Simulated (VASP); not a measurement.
# C (Fd-3m) in VASP: G0W0 quasiparticle levels with PBEsol

Aim: the G0W0 quasiparticle levels of C with PBEsol.

All numbers are computed with VASP 6.6.1; they aren't measurements. Logs are shortened: lines on timing, memory, paths and dates and some standing lists are left out, and cuts for length are marked.

## (1) The cell of the first run

The structure is cubic, space group Fd-3m (No. 227). Conventional cell: a = 3.554 Å, b = 3.554 Å, c = 3.554 Å, α = 90.00°, β = 90.00°, γ = 90.00°. Within 2.1 Å of C (site symmetry -43m) lie 4 C at 1.54 Å.

## (2) G0W0 quasiparticle levels, PBEsol

Input file POSCAR:

```
C
1.0
    0.0000000000      1.7768325686      1.7768325686
    1.7768325686      0.0000000000      1.7768325686
    1.7768325686      1.7768325686      0.0000000000
C
2
Direct
    0.0000000000      0.0000000000      0.0000000000
    0.2500000000      0.2500000000      0.2500000000
```

Input file INCAR.step1:

```
PREC     = Accurate       # precision mode
ENCUT    = 500            # plane-wave cutoff, eV
EDIFF    = 1E-8           # SCF threshold, eV
ISMEAR   = 0              # smearing method
SIGMA    = 0.01           # smearing width, eV
LREAL    = False          # projectors in reciprocal space
LASPH    = True           # aspherical terms in the spheres
NELM     = 100            # most SCF steps
ALGO     = Normal         # electronic algorithm
LWAVE    = True           # write WAVECAR
LCHARG   = False          # write CHGCAR
GGA      = PS             # functional
```

Input file INCAR.step2:

```
PREC     = Accurate       # precision mode
ENCUT    = 500            # plane-wave cutoff, eV
EDIFF    = 1E-8           # SCF threshold, eV
ISMEAR   = 0              # smearing method
SIGMA    = 0.01           # smearing width, eV
LREAL    = False          # projectors in reciprocal space
LASPH    = True           # aspherical terms in the spheres
NELM     = 1              # most SCF steps
ALGO     = Exact          # electronic algorithm
LWAVE    = True           # write WAVECAR
LCHARG   = False          # write CHGCAR
GGA      = PS             # functional
NBANDS   = 34             # bands
LOPTICS  = True           # frequency-dependent dielectric function
ISTART   = 1
```

Input file INCAR.step3:

```
PREC     = Accurate       # precision mode
ENCUT    = 500            # plane-wave cutoff, eV
EDIFF    = 1E-8           # SCF threshold, eV
ISMEAR   = 0              # smearing method
SIGMA    = 0.01           # smearing width, eV
LREAL    = False          # projectors in reciprocal space
LASPH    = True           # aspherical terms in the spheres
ALGO     = EVGW0          # electronic algorithm
LWAVE    = False          # write WAVECAR
LCHARG   = False          # write CHGCAR
GGA      = PS             # functional
NELMGW   = 1            
NBANDS   = 34             # bands
ENCUTGW  = 100.0          # cutoff of the response function
NOMEGA   = 48             # frequency points
PRECFOCK = Fast         
ISTART   = 1            
NBANDSGW = 12
```

Input file KPOINTS:

```
regular mesh
0
Gamma
  6 6 6
```

Potentials or basis: VASP PAW PBE potentials, release 64 (C_GW).

Launch:

```
cat potpaw_PBE.64/C_GW/POTCAR > POTCAR
cp INCAR.step1 INCAR
mpirun -np 1 vasp_std > vasp.out
cp INCAR.step2 INCAR
mpirun -np 1 vasp_std > vasp.out
cp INCAR.step3 INCAR
mpirun -np 1 vasp_std > vasp.out
```

OUTCAR:

```text
PREC = Accurate
   ENCUT = 500
   EDIFF = 1E-8
   ISMEAR = 0
   LREAL = False
   LASPH = True
   GGA = PS
   NELMGW = 1
   ENCUTGW = 100.0
   PRECFOCK = Fast
   ISTART = 1

 ion  position               nearest neighbor table
   1  0.000  0.000  0.000-   2 1.54   2 1.54   2 1.54   2 1.54
   2  0.250  0.250  0.250-   1 1.54   1 1.54   1 1.54   1 1.54

  LATTYP: Found a face centered cubic cell.
 ALAT       =     3.5536651372

  Lattice vectors:

 A1 = (   0.0000000000,   1.7768325686,   1.7768325686)
 A2 = (   1.7768325686,   0.0000000000,   1.7768325686)
 A3 = (   1.7768325686,   1.7768325686,   0.0000000000)

Analysis of symmetry for initial positions (statically):
=====================================================================
 Subroutine PRICEL returns:
 Original cell was already a primitive cell.

 Routine SETGRP: Setting up the symmetry group for a
 face centered cubic supercell.

 Subroutine GETGRP returns: Found 48 space group operations
 (whereof 24 operations were pure point group operations)
 out of a pool of 48 trial point group operations.

The static configuration has the point symmetry T_d .
 The point group associated with its full space group is O_h .

Analysis of symmetry for dynamics (positions and initial velocities):
=====================================================================
 Subroutine PRICEL returns:
 Original cell was already a primitive cell.

 Routine SETGRP: Setting up the symmetry group for a
 face centered cubic supercell.

 Subroutine GETGRP returns: Found 48 space group operations
 (whereof 24 operations were pure point group operations)
 out of a pool of 48 trial point group operations.

The dynamic configuration has the point symmetry T_d .
 The point group associated with its full space group is O_h .

 Subroutine INISYM returns: Found 48 space group operations
 (whereof 24 operations are pure point group operations),
 and found     1 'primitive' translations

----------------------------------------------------------------------------------------

                                     Primitive cell

  volume of cell :      11.2194

  direct lattice vectors                    reciprocal lattice vectors
     0.000000000  1.776832569  1.776832569    -0.281399615  0.281399615  0.281399615
     1.776832569  0.000000000  1.776832569     0.281399615 -0.281399615  0.281399615
     1.776832569  1.776832569  0.000000000     0.281399615  0.281399615 -0.281399615

  length of vectors
     2.512820717  2.512820717  2.512820717     0.487398430  0.487398430  0.487398430

  position of ions in fractional coordinates (direct lattice)
     0.000000000  0.000000000  0.000000000
     0.250000000  0.250000000  0.250000000

  ion indices of the primitive-cell ions
   primitive index   ion index
                 1           1
                 2           2

----------------------------------------------------------------------------------------

 KPOINTS: regular mesh

Automatic generation of k-mesh.
 Grid dimensions read from file:
 generate k-points for:    6    6    6

 Generating k-lattice:

  Cartesian coordinates                     Fractional coordinates (reciprocal lattice)
    -0.046899936  0.046899936  0.046899936     0.166666667  0.000000000  0.000000000
     0.046899936 -0.046899936  0.046899936     0.000000000  0.166666667  0.000000000
     0.046899936  0.046899936 -0.046899936     0.000000000  0.000000000  0.166666667

  Length of vectors
     0.081233072  0.081233072  0.081233072

  Shift w.r.t. Gamma in fractional coordinates (k-lattice)
     0.000000000  0.000000000  0.000000000

 Subroutine IBZKPT returns following result:
 ===========================================

 Found     16 irreducible k-points:

 Following reciprocal coordinates:
            Coordinates               Weight
  0.000000  0.000000  0.000000      1.000000
  0.166667  0.000000  0.000000      8.000000
  0.333333  0.000000  0.000000      8.000000
  0.500000  0.000000  0.000000      4.000000
  0.166667  0.166667  0.000000      6.000000
  0.333333  0.166667  0.000000     24.000000
[... 8 lines left out ...]
 -0.333333  0.333333  0.166667     24.000000
 -0.333333  0.500000  0.166667     12.000000
   k-points           NKPTS =     16   k-points in BZ     NKDIM =    216   number of bands    NBANDS=     34
   number of dos      NEDOS =    301   number of ions     NIONS =      2
   total plane-waves  NPLWV =   5832
   dimension x,y,z NGX =    18 NGY =   18 NGZ =   18
   dimension x,y,z NGXF=    36 NGYF=   36 NGZF=   36
   ions per type =               2
   NGX,Y,Z   is equivalent  to a cutoff of  11.91, 11.91, 11.91 a.u.
   NGXF,Y,Z  is equivalent  to a cutoff of  23.82, 23.82, 23.82 a.u.
 SYSTEM =  unknown system
   PREC   = accura    normal or accurate (medium, high low for compatibility)
   ISTART =      1    job   : 0-new  1-cont  2-samecut
   ICHARG =      0    charge: 1-file 2-atom 10-const
   ISPIN  =      1    spin polarized calculation?
   LNONCOLLINEAR =      F non collinear calculations
   LSORBIT =      F    spin-orbit coupling
   LASPH  =      T    aspherical Exc in radial PAW
   ENCUT  =  500.0 eV  36.75 Ry    6.06 a.u.   4.58  4.58  4.58*2*pi/ulx,y,z
   NELM   =     60;   NELMIN=  2; NELMDL=  0     # of ELM steps
   EDIFF  = 0.1E-07   stopping-criterion for ELM
   LREAL  =      F    real-space projection
   EDIFFG = 0.1E-06   stopping-criterion for IOM
   NSW    =      0    number of steps for IOM
   IBRION =     -1    ionic relax: 0-MD 1-quasi-New 2-CG
   NFREE  =      0    steps in history (QN), initial steepest desc. (CG)
   ISIF   =      0    stress and relaxation
   ISYM   =      3    0-nonsym 1-usesym 2-fastsym
   POTIM  = 0.5000    time-step for ionic-motion
   TEBEG  =    0.0;   TEEND  =   0.0 temperature during run
   PSTRESS=    0.0 pullay stress
   NELECT =       8.0000    total number of electrons
   NUPDOWN=      -1.0000    fix difference up-down
   EMIN   =  10.00;   EMAX   =-10.00  energy-range for DOS
   EFERMI =   0.00;   METHOD = LEGACY
   ISMEAR =     0;   SIGMA  =   0.01  broadening in eV -4-tet -1-fermi 0-gaus
   EFERMI_NEDOS =   21; number of points for ismear=-14 and -15
   IALGO  =     38    algorithm
   IMIX   =      4    mixing-type and parameters
     AMIX     =   0.40;   BMIX     =  1.00
     AMIX_MAG =   1.60;   BMIX_MAG =  1.00
  volume/ion in A,a.u.               =       5.61        37.86
  Fermi-wavevector in a.u.,A,eV,Ry     =   1.462564  2.763846 29.104148  2.139095
  Thomas-Fermi vector in A             =   2.578763
   LORBIT       =      0    0 simple, 1 ext, 2 COOP (PROOUT), +10 PAW based schemes
   GGA     = PS    functional components
   LHFCALC =     T    Hartree Fock is set to
   PRECFOCK=fast      Normal, Fast or Accurate (Low or Medium for compatibility)
   ENCUT4O =  -1.0   cutoff for four orbital integrals eV
   NKREDX  =     1    reduce k-point grid by
   NKREDY  =     1    reduce k-point grid by
   NKREDZ  =     1    reduce k-point grid by
   AEXX    =    1.0000 exact exchange contribution
   HFSCREEN=    0.0000 screening length (either q_TF or 0.3 A-1)
   HFSCREENC=   0.0000 screening length for correlation (either q_TF or 0.3 A-1)
   ENCUTFOCK=  -1.0 apply spherical cutoff to Coloumb kernel
   IVDW    =     0    specifies the selected vdW correction
   LEPSILON=     F    determine dielectric tensor
   LRPA    =     F    only Hartree local field effects (RPA)
   LRPAFORCE           =     F    calculate RPA forces
   ENCUTGW             = 100.0    cutoff for response function in eV
   ENCUTGWSOFT         =  80.0    soft cutoff for Coulomb kernel in GW response function in eV
   ENCUTLF             =  -1.0    cutoff for local field effects
   NELMGW              =     1    number of iterations in solving QP/BSE equation
   NELMHF              =     1    number of iterations in the inner HF iteration
   NKREDLFX            =     1    NKREDLFY  =   1   NKREDLFZ  =   1
 non-spin polarized calculation
 Gauss-broadening in eV      SIGMA  =   0.01
  energy-cutoff  :      500.00
  volume of cell :       11.22
 maximum number of plane-waves:       295
  NGX = 12; NGY = 12; NGZ = 12
   NGX =  9   NGY =  9   NGZ =  9
 maximum number of plane-waves:        30
 NGX is ok and might be reduce to    10

 QP shifts <psi_nk| G(iteration)W_0 |psi_nk>: iteration 1
 for sc-GW calculations column KS-energies equals QP-energies in previous step
 and V_xc(KS)=  KS-energies - (<T + V_ion + V_H > + <T+V_H+V_ion>^1  + <V_x>^1)

 k-point   1 :       0.0000    0.0000    0.0000
  band No.  KS-energies  QP-energies   sigma(KS)   V_xc(KS)     V^pw_x(r,r')   Z            occupation Imag(sigma)

      1     -11.7648     -13.1442     -16.6249     -14.8040     -25.4455       0.7575       2.0000       1.5037
      2       9.9031       9.6972     -17.0129     -16.7640     -19.1849       0.8274       2.0000       0.0811
      3       9.9031       9.6972     -17.0129     -16.7640     -19.1849       0.8274       2.0000       0.0811
      4       9.9031       9.6972     -17.0129     -16.7640     -19.1849       0.8274       2.0000       0.0811
      5      15.4760      16.8768     -13.8630     -15.5596      -9.3455       0.8256       0.0000      -0.1115
      6      15.4760      16.8768     -13.8630     -15.5596      -9.3455       0.8256       0.0000      -0.1115
      7      15.4760      16.8768     -13.8630     -15.5596      -9.3455       0.8256       0.0000      -0.1115
      8      23.5206      24.8468     -14.5400     -16.2434      -7.6834       0.7786       0.0000      -0.2676
      9      29.0078      29.8141     -11.3154     -12.3127      -4.4023       0.8084       0.0000      -0.4276
     10      36.4990      37.9290     -12.2741     -13.9973      -5.9377       0.8299       0.0000      -0.5903
     11      36.4990      37.9290     -12.2741     -13.9973      -5.9377       0.8299       0.0000      -0.5903
     12      37.2804      38.1894     -10.7922     -11.8903      -3.3064       0.8278       0.0000      -1.0205

 k-point   2 :       0.1667    0.0000    0.0000
  band No.  KS-energies  QP-energies   sigma(KS)   V_xc(KS)     V^pw_x(r,r')   Z            occupation Imag(sigma)
[... 225 lines left out ...]
      1      -2.3818      -3.4520     -17.1582     -15.7517     -23.3598       0.7609       2.0000       0.4341
      2      -2.3818      -3.4520     -17.1582     -15.7517     -23.3598       0.7609       2.0000       0.4341
      3       1.9275       1.1437     -16.1585     -15.1705     -20.2833       0.7933       2.0000       0.1911
      4       1.9275       1.1437     -16.1585     -15.1705     -20.2833       0.7933       2.0000       0.1911
      5      18.0461      19.2441     -12.8922     -14.3451      -7.6450       0.8246       0.0000      -0.1425
      6      18.0461      19.2441     -12.8922     -14.3451      -7.6450       0.8246       0.0000      -0.1425
      7      24.5256      26.2681     -14.0054     -16.2399      -6.9589       0.7798       0.0000      -0.3088
      8      24.5256      26.2681     -14.0054     -16.2399      -6.9589       0.7798       0.0000      -0.3088
      9      31.6426      33.3076     -13.3338     -15.4543      -5.5136       0.7852       0.0000      -0.6331
     10      31.6426      33.3076     -13.3338     -15.4543      -5.5136       0.7852       0.0000      -0.6331
     11      40.5797      41.9731     -11.9105     -13.6292      -4.2643       0.8107       0.0000      -1.0967
     12      40.5797      41.9731     -11.9105     -13.6292      -4.2643       0.8107       0.0000      -1.0967
```

It took 61 s on 1 thread of Intel Xeon 8259CL, shared host; peak memory 0.17 GiB.

Results:

```yaml
Band_gap_on_the_k_mesh_mean-field_level: 4.06 eV, indirect (least direct gap 5.57 eV)
Quasiparticle_gap: 5.27 eV
Least_direct_quasiparticle_gap: 7.18 eV
```

Caveat: the k points lie up to 0.51 Å⁻¹ apart; bands, screening cutoff and mesh are small and nothing is extrapolated, so the quasiparticle values aren't converged. A k mesh can miss the band edges.
